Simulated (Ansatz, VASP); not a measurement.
**One calculation of Na3Cl2, two programs**

```
CELL_PARAMETERS angstrom
1.75995 -10.17026 0.00000
1.75995 10.17026 0.00000
0.00000 0.00000 3.52764
ATOMIC_POSITIONS crystal
Cl 0.08660 0.91340 0.50000
Cl 0.91340 0.08660 0.50000
Na 0.66899 0.33101 0.00000
Na 0.33101 0.66899 0.00000
Na 0.50000 0.50000 0.00000
```

Alike in both runs: functional PBE; k mesh 8 × 8 × 8; occupations fermi-dirac, width 0.05 eV; no spin polarisation.

|  | VASP | Ansatz |
| --- | --- | --- |
| version | VASP 6.6.1 | Ansatz 0.2.0 |
| potentials or method | VASP PAW PBE potentials, release 64 (Cl, Na_pv) | Ansatz PAW |
| plane-wave cutoff (eV) | 520 | 420 |
| valence electrons in the cell | 35 | 41 |
| task | single point | band structure |

|  | VASP | Ansatz | Ansatz less VASP |
| --- | --- | --- | --- |
| gap on the k mesh at the Fermi level (eV) | none | none | - |
| pressure (GPa) | 0.0 | 0.1 | +0.03 |
| traceless stress, the component that is largest in VASP (GPa) | -0.17 | -0.17 | 0.000 |
| rms of the force components (eV/Å) | 0.004 | 0.004 | +0.0002 |

Atom by atom the forces differ by 0.000 eV/Å (rms over components). A gap of «none» marks a metal or a gap that the smearing closes. VASP's potentials hold 35 valence electrons a cell and Ansatz's 41, so a difference there can come from the potentials and not from the codes.
